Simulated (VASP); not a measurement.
# SnO2 (P4_2/mnm) in VASP: further runs

SnO2 is run at these levels: LDA; tasks: electric field gradients.

Program: VASP 6.6.1. These are calculated values, not measurements. Logs are shortened: lines on timing, memory, paths and dates and some standing lists are left out, and cuts for length are marked.

### 1 The cell of the first run

The structure is tetragonal, space group P4_2/mnm (No. 136). The conventional cell has a = 4.673 Å, b = 4.673 Å, c = 3.143 Å, α = 90.00°, β = 90.00°, γ = 90.00°. Within 2.7 Å of Sn (site symmetry mmm) lie 6 O at 2.02 to 2.03 Å. O (site symmetry m2m) has 3 Sn at 2.02 to 2.03 Å and 1 O at 2.57 Å within 2.7 Å.

### 2 Electric field gradients, LDA (volume scaled by 0.96)

The input, INCAR:

```
PREC = Accurate ; ENCUT = 520
EDIFF = 1E-8 ; ISMEAR = -1
SIGMA = 0.03 ; LREAL = F
LASPH = T ; NELM = 100
ALGO = Normal ; ISIF = 2
LWAVE = F ; LCHARG = F
GGA = CA ; LEFG = T
NBANDS = 35
```

The input, KPOINTS:

```
regular mesh
0
Gamma
  4 4 6
```

The input, POSCAR:

```
SnO2
1.0
    4.6733239081      0.0000000000      0.0000000000
    0.0000000000      4.6733239081      0.0000000000
    0.0000000000      0.0000000000      3.1433352615
Sn O
2 4
Direct
    0.0000000000      0.0000000000      0.0000000000
    0.5000000000      0.5000000000      0.5000000000
    0.3056200000      0.3056200000      0.0000000000
    0.1943800000      0.8056200000      0.5000000000
    0.6943800000      0.6943800000      0.0000000000
    0.8056200000      0.1943800000      0.5000000000
```

Potentials or basis: VASP PAW LDA potentials, release 64 (Sn_d, O).

Started as:

```sh
cat potpaw_LDA.64/Sn_d/POTCAR potpaw_LDA.64/O/POTCAR > POTCAR
mpirun -np 1 vasp_std > vasp.out
```

OUTCAR:

```text
PREC = Accurate
   ENCUT = 520
   EDIFF = 1E-8
   ISMEAR = -1
   LREAL = F
   LASPH = T
   NELM = 100
   ISIF = 2
   GGA = CA

 ion  position               nearest neighbor table
   1  0.000  0.000  0.000-   3 2.02   5 2.02   4 2.03   6 2.03   4 2.03   6 2.03   2 3.66   2 3.66
                             2 3.66   2 3.66   2 3.66   2 3.66   2 3.66   2 3.66
   2  0.500  0.500  0.500-   4 2.02   6 2.02   5 2.03   3 2.03   3 2.03   5 2.03   1 3.66   1 3.66
                             1 3.66   1 3.66   1 3.66   1 3.66   1 3.66   1 3.66
   3  0.306  0.306  0.000-   1 2.02   2 2.03   2 2.03
   4  0.194  0.806  0.500-   2 2.02   1 2.03   1 2.03
   5  0.694  0.694  0.000-   1 2.02   2 2.03   2 2.03
   6  0.806  0.194  0.500-   2 2.02   1 2.03   1 2.03

  LATTYP: Found a simple tetragonal cell.
 ALAT       =     4.6733239081
 C/A-ratio  =     0.6726123255

  Lattice vectors:

 A1 = (   4.6733239081,   0.0000000000,   0.0000000000)
 A2 = (   0.0000000000,   4.6733239081,   0.0000000000)
 A3 = (   0.0000000000,   0.0000000000,   3.1433352615)

Analysis of symmetry for initial positions (statically):
=====================================================================
 Subroutine PRICEL returns:
 Original cell was already a primitive cell.

 Routine SETGRP: Setting up the symmetry group for a
 simple tetragonal supercell.

 Subroutine GETGRP returns: Found 16 space group operations
 (whereof  8 operations were pure point group operations)
 out of a pool of 16 trial point group operations.

The static configuration has the point symmetry D_2h.
 The point group associated with its full space group is D_4h.

Analysis of symmetry for dynamics (positions and initial velocities):
=====================================================================
 Subroutine PRICEL returns:
 Original cell was already a primitive cell.

 Routine SETGRP: Setting up the symmetry group for a
 simple tetragonal supercell.

 Subroutine GETGRP returns: Found 16 space group operations
 (whereof  8 operations were pure point group operations)
 out of a pool of 16 trial point group operations.

The dynamic configuration has the point symmetry D_2h.
 The point group associated with its full space group is D_4h.

 Subroutine INISYM returns: Found 16 space group operations
 (whereof  8 operations are pure point group operations),
 and found     1 'primitive' translations

----------------------------------------------------------------------------------------

                                     Primitive cell

  volume of cell :      68.6503

  direct lattice vectors                    reciprocal lattice vectors
     4.673323908  0.000000000  0.000000000     0.213980460  0.000000000  0.000000000
     0.000000000  4.673323908  0.000000000     0.000000000  0.213980460  0.000000000
     0.000000000  0.000000000  3.143335261     0.000000000  0.000000000  0.318133421

  length of vectors
     4.673323908  4.673323908  3.143335261     0.213980460  0.213980460  0.318133421

  position of ions in fractional coordinates (direct lattice)
     0.000000000  0.000000000  0.000000000
     0.500000000  0.500000000  0.500000000
     0.305620000  0.305620000  0.000000000
     0.194380000  0.805620000  0.500000000
     0.694380000  0.694380000  0.000000000
     0.805620000  0.194380000  0.500000000

  ion indices of the primitive-cell ions
   primitive index   ion index
                 1           1
                 2           2
                 3           3
                 4           4
                 5           5
                 6           6

----------------------------------------------------------------------------------------

 KPOINTS: regular mesh

Automatic generation of k-mesh.
 Grid dimensions read from file:
 generate k-points for:    4    4    6
[... 57 lines left out ...]
   ISPIN  =      1    spin polarized calculation?
   LNONCOLLINEAR =      F non collinear calculations
   LSORBIT =      F    spin-orbit coupling
   LASPH  =      T    aspherical Exc in radial PAW
   ENCUT  =  520.0 eV  38.22 Ry    6.18 a.u.   8.69  8.69  5.84*2*pi/ulx,y,z
   NELM   =    100;   NELMIN=  2; NELMDL= -5     # of ELM steps
   EDIFF  = 0.1E-07   stopping-criterion for ELM
   LREAL  =      F    real-space projection
   EDIFFG = 0.1E-06   stopping-criterion for IOM
   NSW    =      0    number of steps for IOM
   IBRION =     -1    ionic relax: 0-MD 1-quasi-New 2-CG
   NFREE  =      0    steps in history (QN), initial steepest desc. (CG)
   ISIF   =      2    stress and relaxation
   ISYM   =      2    0-nonsym 1-usesym 2-fastsym
   POTIM  = 0.5000    time-step for ionic-motion
   TEBEG  =    0.0;   TEEND  =   0.0 temperature during run
   PSTRESS=    0.0 pullay stress
   NELECT =      52.0000    total number of electrons
   NUPDOWN=      -1.0000    fix difference up-down
   EMIN   =  10.00;   EMAX   =-10.00  energy-range for DOS
   EFERMI =   0.00;   METHOD = LEGACY
   ISMEAR =    -1;   SIGMA  =   0.03  broadening in eV -4-tet -1-fermi 0-gaus
   EFERMI_NEDOS =   21; number of points for ismear=-14 and -15
   IALGO  =     38    algorithm
   IMIX   =      4    mixing-type and parameters
     AMIX     =   0.40;   BMIX     =  1.00
     AMIX_MAG =   1.60;   BMIX_MAG =  1.00
  volume/ion in A,a.u.               =      11.44        77.21
  Fermi-wavevector in a.u.,A,eV,Ry     =   1.492319  2.820075 30.300409  2.227017
  Thomas-Fermi vector in A             =   2.604862
   LORBIT       =      0    0 simple, 1 ext, 2 COOP (PROOUT), +10 PAW based schemes
   GGA     = CA    functional components
   LHFCALC =     F    Hartree Fock is set to
   AEXX    =    0.0000 exact exchange contribution
   IVDW    =     0    specifies the selected vdW correction
   LEPSILON=     F    determine dielectric tensor
   LRPA    =     F    only Hartree local field effects (RPA)
 non-spin polarized calculation
  energy-cutoff  :      520.00
  volume of cell :       68.65
 maximum number of plane-waves:      1883
 NGX is ok and might be reduce to    36
   NGX = 17   NGY = 17   NGZ = 11

 number of electron      51.9999980 magnetization

 Free energy of the ion-electron system (eV)
  ---------------------------------------------------
  ext. energy  EPLUGINS =         0.00000000
  ---------------------------------------------------
  free energy    TOTEN  =       -42.19095011 eV

  energy without entropy =      -42.19095011  energy(sigma->0) =      -42.19095011

 E-fermi :   7.0240     XC(G=0): -12.0186

 val. band max:        6.3683571371   @ k =   0.0000   0.0000   0.0000
 cond. band min:       8.0009430704   @ k =   0.0000   0.0000   0.0000
 fundamental gap:      1.6325859333
 Fermi energy:         7.0240243561

 k-point     1 :       0.0000    0.0000    0.0000
  band No.  band energies     occupation
      1     -14.7285      2.00000
      2     -13.8807      2.00000
      3     -13.5233      2.00000
      4     -13.5030      2.00000
      5     -13.5030      2.00000
      6     -13.4308      2.00000
[... 901 lines left out ...]
     34      17.7192      0.00000
     35      19.4900      0.00000

------------------------ aborting loop because EDIFF is reached ----------------------------------------

  FORCE on cell =-STRESS in cart. coord.  units (eV):
  Direction    XX          YY          ZZ          XY          YZ          ZX
  --------------------------------------------------------------------------------------
  -------------------------------------------------------------------------------------
  Total        3.6440254      3.6440254      5.2446561      0.0000000      0.0000000      0.0000000
  in kB       85.0451409     85.0451409    122.4010455      0.0000000      0.0000000      0.0000000
  external PRESSURE =      97.4971091 kB  Pullay stress =       0.0000000 kB

 VOLUME and BASIS-vectors are now :
 -----------------------------------------------------------------------------
  energy-cutoff  :      520.00
  volume of cell :       68.65
      direct lattice vectors                 reciprocal lattice vectors
     4.673323908  0.000000000  0.000000000     0.213980460  0.000000000  0.000000000
     0.000000000  4.673323908  0.000000000     0.000000000  0.213980460  0.000000000
     0.000000000  0.000000000  3.143335261     0.000000000  0.000000000  0.318133421

 POSITION                                       TOTAL-FORCE (eV/Angst)
 -----------------------------------------------------------------------------------
      0.00000      0.00000      0.00000         0.000000     -0.000000      0.000000
      2.33666      2.33666      1.57167         0.000000     -0.000000      0.000000
      1.42826      1.42826      0.00000        -0.070000     -0.070000     -0.000000
      0.90840      3.76492      1.57167         0.070000     -0.070000     -0.000000
      3.24506      3.24506      0.00000         0.070000      0.070000      0.000000
      3.76492      0.90840      1.57167        -0.070000      0.070000      0.000000
 -----------------------------------------------------------------------------------
    total drift:                                0.000000      0.000000      0.000000

  FREE ENERGIE OF THE ION-ELECTRON SYSTEM (eV)
  ---------------------------------------------------
  free  energy   TOTEN  =       -42.1909501073 eV

  energy  without entropy=      -42.1909501073  energy(sigma->0) =      -42.19095011

 Electric field gradients (V/A^2)
---------------------------------------------------------------------
 ion       V_xx      V_yy      V_zz      V_xy      V_xz      V_yz
---------------------------------------------------------------------
   1      26.338    26.338   -52.675   -36.232    -0.000    -0.000
   2      26.338    26.338   -52.675    36.232    -0.000     0.000
   3     -22.334   -22.334    44.668    77.343     0.000     0.000
   4     -22.334   -22.334    44.668   -77.343    -0.000     0.000
   5     -22.334   -22.334    44.668    77.343    -0.000     0.000
   6     -22.334   -22.334    44.668   -77.343     0.000     0.000
---------------------------------------------------------------------

 Electric field gradients after diagonalization (V/A^2)
 (convention: |V_zz| > |V_xx| > |V_yy|)
----------------------------------------------------------------------
 ion       V_xx      V_yy      V_zz     asymmetry (V_yy - V_xx)/ V_zz
----------------------------------------------------------------------
   1     -52.675    -9.895    62.570       0.684
   2     -52.675    -9.895    62.570       0.684
   3      55.009    44.668   -99.677       0.104
   4      55.009    44.668   -99.677       0.104
   5      55.009    44.668   -99.677       0.104
   6      55.009    44.668   -99.677       0.104
----------------------------------------------------------------------

           NMR quadrupolar parameters

 Cq : quadrupolar parameter    Cq=e*Q*V_zz/h
 eta: asymmetry parameters     (V_yy - V_xx)/ V_zz
 Q  : nuclear electric quadrupole moment in mb (millibarn)
----------------------------------------------------------------------
 ion       Cq(MHz)       eta       Q (mb)
----------------------------------------------------------------------
   1       0.151       0.684       1.000
   2       0.151       0.684       1.000
   3      -0.241       0.104       1.000
   4      -0.241       0.104       1.000
   5      -0.241       0.104       1.000
   6      -0.241       0.104       1.000
----------------------------------------------------------------------
```

Run time: 29 s. Hardware: 1 thread of AMD EPYC 9R45 (Zen 5), shared host; peak memory 0.15 GiB.

What came out:

```
Free energy            : -42.1910 eV
Pressure               : 9.7 GPa
Largest force          : 0.099 eV/Å
Band gap on the k mesh : 1.63 eV, direct
```

Forces on the atoms (eV/Å):
```
Sn   0.000  0.000  0.000
Sn   0.000  0.000  0.000
O   -0.070 -0.070  0.000
O    0.070 -0.070  0.000
O    0.070  0.070  0.000
O   -0.070  0.070  0.000
```

Stress tensor (GPa, compression positive):
```
 8.50  0.00  0.00
 0.00  8.50  0.00
 0.00  0.00 12.24
```

Levels at points of the mesh, in eV from the valence-band top:
```tsv
k point	band 23	band 24	band 25	band 26	band 27	band 28	band 29	band 30
(0.00, 0.00, 0.00)	-1.24	-0.85	-0.85	0.00	1.63	6.30	6.30	6.35
(0.50, 0.00, 0.00)	-1.21	-1.21	-0.68	-0.68	4.76	4.76	7.08	7.08
(0.50, 0.50, 0.00)	-1.33	-1.33	-0.96	-0.96	5.18	5.18	7.61	7.61
(0.00, 0.00, 0.50)	-1.83	-1.83	-1.34	-1.34	6.51	6.51	9.79	9.79
(0.50, 0.00, 0.50)	-1.21	-1.21	-0.69	-0.69	6.80	6.80	8.18	8.18
(0.50, 0.50, 0.50)	-1.03	-1.03	-0.90	-0.90	5.08	5.08	8.83	8.83
```

Electric field gradients, principal values (V/Å²):
```
atom   least   middle  greatest (by size)
1 Sn  -9.895  -52.675              62.570
2 Sn  -9.895  -52.675              62.570
 3 O  44.668   55.009             -99.677
 4 O  44.668   55.009             -99.677
 5 O  44.668   55.009             -99.677
 6 O  44.668   55.009             -99.677
```

Caveat: without QUAD_EFG the Cq values of the log hold for a quadrupole moment of 1 mb, not for the nuclei; spin-orbit coupling is left out, which moves the levels of the heavy elements.

(Continued in part 2 of 3.)
